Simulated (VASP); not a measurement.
# Au in VASP: further runs

Au is run at these levels: PBE; tasks: single point.

Everything below comes from runs of VASP 6.6.1. Logs are shortened: lines on timing, memory, paths and dates and some standing lists are left out, and cuts for length are marked.

## (1) The cell of the first run

The structure is cubic, space group Pm-3m (No. 221). The conventional cell has a = 2.785 Å, b = 2.785 Å, c = 2.785 Å, α = 90.00°, β = 90.00°, γ = 90.00°. Within 3.7 Å of Au (site symmetry m-3m) lie 6 Au at 2.78 Å.

## (2) Single point, PBE

The input, INCAR:

```
PREC     = Accurate       # precision mode
ENCUT    = 520            # plane-wave cutoff, eV
EDIFF    = 1E-7           # SCF threshold, eV
ISMEAR   = -1             # smearing method
SIGMA    = 0.05           # smearing width, eV
LREAL    = False          # projectors in reciprocal space
LASPH    = True           # aspherical terms in the spheres
NELM     = 100            # most SCF steps
ALGO     = Normal         # electronic algorithm
ISIF     = 2              # what is computed and relaxed
LWAVE    = False          # write WAVECAR
LCHARG   = True           # write CHGCAR
GGA      = PE             # functional
LELF     = True           # ELF
LVHAR    = True         
NBANDS   = 12             # bands
```

The input, KPOINTS:

```
Automatic mesh
0
Gamma
  10 10 10
```

The input, POSCAR:

```
Au
1.0
    2.7845774371      0.0000000000      0.0000000000
    0.0000000000      2.7845774371      0.0000000000
    0.0000000000      0.0000000000      2.7845774371
Au
1
Direct
    0.5000000000      0.5000000000      0.5000000000
```

Potentials or basis: VASP PAW PBE potentials, release 64 (Au).

On the command line:

```
cat potpaw_PBE.64/Au/POTCAR > POTCAR
mpirun -np 1 vasp_std > vasp.out
```

OUTCAR:

```text
PREC = Accurate
   ENCUT = 520
   EDIFF = 1E-7
   ISMEAR = -1
   LREAL = False
   LASPH = True
   NELM = 100
   ISIF = 2
   GGA = PE

 ion  position               nearest neighbor table
   1  0.500  0.500  0.500-

  LATTYP: Found a simple cubic cell.
 ALAT       =     2.7845774371

  Lattice vectors:

 A1 = (   2.7845774371,   0.0000000000,   0.0000000000)
 A2 = (   0.0000000000,   2.7845774371,   0.0000000000)
 A3 = (   0.0000000000,   0.0000000000,   2.7845774371)

Analysis of symmetry for initial positions (statically):
=====================================================================
 Subroutine PRICEL returns:
 Original cell was already a primitive cell.

 Routine SETGRP: Setting up the symmetry group for a
 simple cubic supercell.

 Subroutine GETGRP returns: Found 48 space group operations
[... 9 lines left out ...]

 Routine SETGRP: Setting up the symmetry group for a
 simple cubic supercell.

 Subroutine GETGRP returns: Found 48 space group operations
[... 11 lines left out ...]
                                     Primitive cell

  volume of cell :      21.5913

  direct lattice vectors                    reciprocal lattice vectors
     2.784577437  0.000000000  0.000000000     0.359120916  0.000000000  0.000000000
     0.000000000  2.784577437  0.000000000     0.000000000  0.359120916  0.000000000
     0.000000000  0.000000000  2.784577437     0.000000000  0.000000000  0.359120916

  length of vectors
     2.784577437  2.784577437  2.784577437     0.359120916  0.359120916  0.359120916

  position of ions in fractional coordinates (direct lattice)
     0.500000000  0.500000000  0.500000000

  ion indices of the primitive-cell ions
   primitive index   ion index
                 1           1

----------------------------------------------------------------------------------------

 KPOINTS: Automatic mesh

Automatic generation of k-mesh.
 Grid dimensions read from file:
 generate k-points for:   10   10   10

 Generating k-lattice:

  Cartesian coordinates                     Fractional coordinates (reciprocal lattice)
     0.035912092  0.000000000  0.000000000     0.100000000  0.000000000  0.000000000
     0.000000000  0.035912092  0.000000000     0.000000000  0.100000000  0.000000000
     0.000000000  0.000000000  0.035912092     0.000000000  0.000000000  0.100000000

[... 57 lines left out ...]
   LREAL  =      F    real-space projection
   EDIFFG = 0.1E-05   stopping-criterion for IOM
   NSW    =      0    number of steps for IOM
   IBRION =     -1    ionic relax: 0-MD 1-quasi-New 2-CG
   NFREE  =      0    steps in history (QN), initial steepest desc. (CG)
   ISIF   =      2    stress and relaxation
   ISYM   =      2    0-nonsym 1-usesym 2-fastsym
   POTIM  = 0.5000    time-step for ionic-motion
   TEBEG  =    0.0;   TEEND  =   0.0 temperature during run
   PSTRESS=    0.0 pullay stress
   NELECT =      11.0000    total number of electrons
   NUPDOWN=      -1.0000    fix difference up-down
   EMIN   =  10.00;   EMAX   =-10.00  energy-range for DOS
   EFERMI =   0.00;   METHOD = LEGACY
   ISMEAR =    -1;   SIGMA  =   0.05  broadening in eV -4-tet -1-fermi 0-gaus
   EFERMI_NEDOS =   21; number of points for ismear=-14 and -15
   IALGO  =     38    algorithm
   IMIX   =      4    mixing-type and parameters
     AMIX     =   0.40;   BMIX     =  1.00
     AMIX_MAG =   1.60;   BMIX_MAG =  1.00
  volume/ion in A,a.u.               =      21.59       145.70
  Fermi-wavevector in a.u.,A,eV,Ry     =   1.307514  2.470844 23.260431  1.709593
  Thomas-Fermi vector in A             =   2.438244
   LORBIT       =      0    0 simple, 1 ext, 2 COOP (PROOUT), +10 PAW based schemes
   GGA     = PE    functional components
   LHFCALC =     F    Hartree Fock is set to
   AEXX    =    0.0000 exact exchange contribution
   IVDW    =     0    specifies the selected vdW correction
   LEPSILON=     F    determine dielectric tensor
   LRPA    =     F    only Hartree local field effects (RPA)
 non-spin polarized calculation
  energy-cutoff  :      520.00
  volume of cell :       21.59
 maximum number of plane-waves:       624
 NGX is ok and might be reduce to    24
   NGX = 11   NGY = 11   NGZ = 11

 number of electron      10.9999999 magnetization

 Free energy of the ion-electron system (eV)
  ---------------------------------------------------
  ext. energy  EPLUGINS =         0.00000000
  ---------------------------------------------------
  free energy    TOTEN  =        -3.00381087 eV

  energy without entropy =       -3.00040568  energy(sigma->0) =       -3.00210828

 E-fermi :   5.7757     XC(G=0): -11.2018

 val. band max:        5.6947902525   @ k =   0.4000   0.3000   0.0000
 cond. band min:       5.8216088382   @ k =   0.4000   0.2000   0.2000
 fundamental gap:      0.1268185857
 Fermi energy:         5.7757484218

 k-point     1 :       0.0000    0.0000    0.0000
  band No.  band energies     occupation
      1      -1.6595      2.00000
      2       0.4297      2.00000
      3       0.4297      2.00000
      4       4.3257      2.00000
      5       4.3257      2.00000
      6       4.3257      2.00000
      7      19.3872      0.00000
      8      19.3872      0.00000
      9      19.3872      0.00000
     10      24.0053      0.00000
     11      26.3951      0.00000
     12      26.3951      0.00000
[... 331 lines left out ...]
 k-point    24 :       0.3000    0.1000    0.1000
  band No.  band energies     occupation
      1       0.2287      2.00000
      2       0.9481      2.00000
      3       2.2857      2.00000
      4       3.2512      2.00000
      5       3.5364      2.00000
      6       4.1345      2.00000
      7      12.4947      0.00000
      8      19.9874      0.00000
      9      20.6479      0.00000
     10      24.4746      0.00000
     11      26.8461      0.00000
     12      29.4297      0.00000

 [... further k-points ...]

------------------------ aborting loop because EDIFF is reached ----------------------------------------

  FORCE on cell =-STRESS in cart. coord.  units (eV):
  Direction    XX          YY          ZZ          XY          YZ          ZX
  --------------------------------------------------------------------------------------
  -------------------------------------------------------------------------------------
  Total       -0.4967756     -0.4967756     -0.4967756      0.0000000      0.0000000      0.0000000
  in kB      -36.8631921    -36.8631921    -36.8631921      0.0000000      0.0000000      0.0000000
  external PRESSURE =     -36.8631921 kB  Pullay stress =       0.0000000 kB

 VOLUME and BASIS-vectors are now :
 -----------------------------------------------------------------------------
  energy-cutoff  :      520.00
  volume of cell :       21.59
      direct lattice vectors                 reciprocal lattice vectors
     2.784577437  0.000000000  0.000000000     0.359120916  0.000000000  0.000000000
     0.000000000  2.784577437  0.000000000     0.000000000  0.359120916  0.000000000
     0.000000000  0.000000000  2.784577437     0.000000000  0.000000000  0.359120916

 POSITION                                       TOTAL-FORCE (eV/Angst)
 -----------------------------------------------------------------------------------
      1.39229      1.39229      1.39229         0.000000      0.000000      0.000000
 -----------------------------------------------------------------------------------
    total drift:                                0.000000     -0.000000     -0.000000

  FREE ENERGIE OF THE ION-ELECTRON SYSTEM (eV)
  ---------------------------------------------------
  free  energy   TOTEN  =        -3.0038108714 eV

  energy  without entropy=       -3.0004056791  energy(sigma->0) =       -3.00210828
```

It took 6.3 s on 1 thread of AMD EPYC 9R45 (Zen 5), shared host; peak memory 0.12 GiB.

What came out:

* Free energy: -3.0038 eV
* Pressure: -3.7 GPa

Caveat: spin-orbit coupling is left out, which moves the levels of the heavy elements.

## (3) Single point, PBE

This run uses another cell than the first one, of 22.01 Å³/atom, 1.019 times its volume.

The input, INCAR:

```
PREC = Accurate ; ENCUT = 520
EDIFF = 1E-7 ; ISMEAR = -1
SIGMA = 0.05 ; LREAL = False
LASPH = True ; NELM = 100
ALGO = Normal ; ISIF = 2
LWAVE = False ; LCHARG = False
GGA = PE ; NBANDS = 12
```

The input, KPOINTS:

```
regular mesh
0
Gamma
  10 10 10
```

The input, POSCAR:

```
Au
1.0
    2.8023140773      0.0000000000      0.0000000000
    0.0000000000      2.8023140773      0.0000000000
    0.0000000000      0.0000000000      2.8023140773
Au
1
Direct
    0.5000000000      0.5000000000      0.5000000000
```

Potentials or basis: VASP PAW PBE potentials, release 64 (Au).

On the command line:

```
cat potpaw_PBE.64/Au/POTCAR > POTCAR
mpirun -np 1 vasp_std > vasp.out
```

OUTCAR:

```text
PREC = Accurate
   ENCUT = 520
   EDIFF = 1E-7
   ISMEAR = -1
   LREAL = False
   LASPH = True
   NELM = 100
   ISIF = 2
   GGA = PE

 ion  position               nearest neighbor table
   1  0.500  0.500  0.500-

  LATTYP: Found a simple cubic cell.
 ALAT       =     2.8023140773

  Lattice vectors:

 A1 = (   2.8023140773,   0.0000000000,   0.0000000000)
 A2 = (   0.0000000000,   2.8023140773,   0.0000000000)
[... 537 lines left out ...]
     10      24.1282      0.00000
     11      26.4039      0.00000
     12      28.9844      0.00000

 [... further k-points ...]

------------------------ aborting loop because EDIFF is reached ----------------------------------------

  FORCE on cell =-STRESS in cart. coord.  units (eV):
  Direction    XX          YY          ZZ          XY          YZ          ZX
  --------------------------------------------------------------------------------------
  -------------------------------------------------------------------------------------
  Total       -0.7152943     -0.7152943     -0.7152943     -0.0000000      0.0000000     -0.0000000
  in kB      -52.0768732    -52.0768732    -52.0768732     -0.0000000      0.0000000     -0.0000000
  external PRESSURE =     -52.0768732 kB  Pullay stress =       0.0000000 kB

 VOLUME and BASIS-vectors are now :
 -----------------------------------------------------------------------------
  energy-cutoff  :      520.00
  volume of cell :       22.01
      direct lattice vectors                 reciprocal lattice vectors
     2.802314077  0.000000000  0.000000000     0.356847938  0.000000000  0.000000000
     0.000000000  2.802314077  0.000000000     0.000000000  0.356847938  0.000000000
     0.000000000  0.000000000  2.802314077     0.000000000  0.000000000  0.356847938

 POSITION                                       TOTAL-FORCE (eV/Angst)
 -----------------------------------------------------------------------------------
      1.40116      1.40116      1.40116         0.000000      0.000000      0.000000
 -----------------------------------------------------------------------------------
    total drift:                                0.000000     -0.000000     -0.000000

  FREE ENERGIE OF THE ION-ELECTRON SYSTEM (eV)
  ---------------------------------------------------
  free  energy   TOTEN  =        -2.9925203582 eV

  energy  without entropy=       -2.9889618410  energy(sigma->0) =       -2.99074110
```

Run time: 6.1 s. Hardware: 1 thread of AMD EPYC 9R45 (Zen 5), shared host; peak memory 0.11 GiB.

What came out:

```
Free energy : -2.9925 eV
Pressure    : -5.2 GPa
```

Caveat: spin-orbit coupling is left out, which moves the levels of the heavy elements.

## (4) Single point, PBE (the cell strained at random)

The input, INCAR:

```
SYSTEM = Au
PREC     = Accurate       ! precision mode
ENCUT    = 520            ! plane-wave cutoff, eV
EDIFF    = 1E-7           ! SCF threshold, eV
ISMEAR   = -1             ! smearing method
SIGMA    = 0.05           ! smearing width, eV
LREAL    = .False.        ! projectors in reciprocal space
LASPH    = .True.         ! aspherical terms in the spheres
NELM     = 60             ! most SCF steps
ALGO     = Fast           ! electronic algorithm
ISIF     = 2              ! what is computed and relaxed
LWAVE    = .False.        ! write WAVECAR
LCHARG   = .False.        ! write CHGCAR
GGA      = PE             ! functional
NBANDS   = 12             ! bands
```

The input, KPOINTS:

```
regular mesh
0
Gamma
  10 10 10
  0 0 0
```

The input, POSCAR:

```
Au
1.0
    2.8073190000     -0.0433470000     -0.0008520000
   -0.0433470000      2.6634960000     -0.0240980000
   -0.0008520000     -0.0240980000      2.7774360000
Au
1
Direct
    0.4894220000      0.4834150000      0.4898520000
```

On the command line:

```
cat potpaw_PBE.64/Au/POTCAR > POTCAR
mpirun -np 1 vasp_std > vasp.out
```

It took 50 s on 1 thread of AMD EPYC 9R45 (Zen 5), shared host; peak memory 0.2 GiB.

Results (log left out):

```
Free energy : -2.9915 eV
Pressure    : 0.7 GPa
```

Stress tensor (GPa, compression positive):
```
-3.89 -0.62 -0.06
-0.62  8.38 -0.35
-0.06 -0.35 -2.24
```

Levels at points of the mesh, in eV from the Fermi level:
```
           k point  band 1  band 2  band 3  band 4  band 5  band 6  band 7  band 8  band 9  band 10
(0.00, 0.00, 0.00)   -7.76   -5.75   -5.44   -1.57   -1.37   -1.33   13.04   13.44   15.14    18.48
(0.50, 0.00, 0.00)   -5.98   -5.30   -2.82   -2.51   -1.22   -0.53    1.59   16.44   18.19    18.64
(0.00, 0.50, 0.00)   -5.35   -4.94   -3.15   -3.09   -1.38   -0.19    2.79   15.93   17.94    18.84
(0.50, 0.50, 0.00)   -5.59   -4.70   -2.87   -2.50   -0.24    3.63    4.35    6.63   11.60    20.01
(0.00, 0.00, 0.50)   -5.91   -5.17   -2.94   -2.57   -1.25   -0.47    1.82   16.26   17.93    18.72
(0.50, 0.00, 0.50)   -5.38   -5.33   -2.38   -2.30   -0.51    3.51    3.59    5.80   11.19    20.82
(0.00, 0.50, 0.50)   -5.64   -4.56   -2.90   -2.61   -0.15    3.87    4.31    6.83   11.66    19.94
(0.50, 0.50, 0.50)   -5.06   -4.97   -4.57   -0.38   -0.01    8.00    8.48    8.80   10.27    12.13
```

Caveat: the cell differs from its parent crystal (the cell strained at random); spin-orbit coupling is left out, which moves the levels of the heavy elements.

## (5) The runs side by side

```tsv
cell	gap on the mesh (eV)	pressure (GPa)
a = 2.785 Å, 1 atom	none	-3.7
a = 2.802 Å, 1 atom	none	-5.2
a = 2.808, b = 2.664, c = 2.778 Å, angles 91.0, 90.0, 91.8°, 1 atom	none	0.7
```

Alike in all rows: task single point; level PBE; potentials or basis VASP PAW PBE potentials, release 64 (Au); no spin polarisation; k mesh 10 × 10 × 10; cutoff (eV) 520; smearing fermi-dirac 0.05 eV.

Caveats: spin-orbit coupling is left out, which moves the levels of the heavy elements.

Total energies depend on the potentials used, so only differences within one code and one set of settings carry meaning.
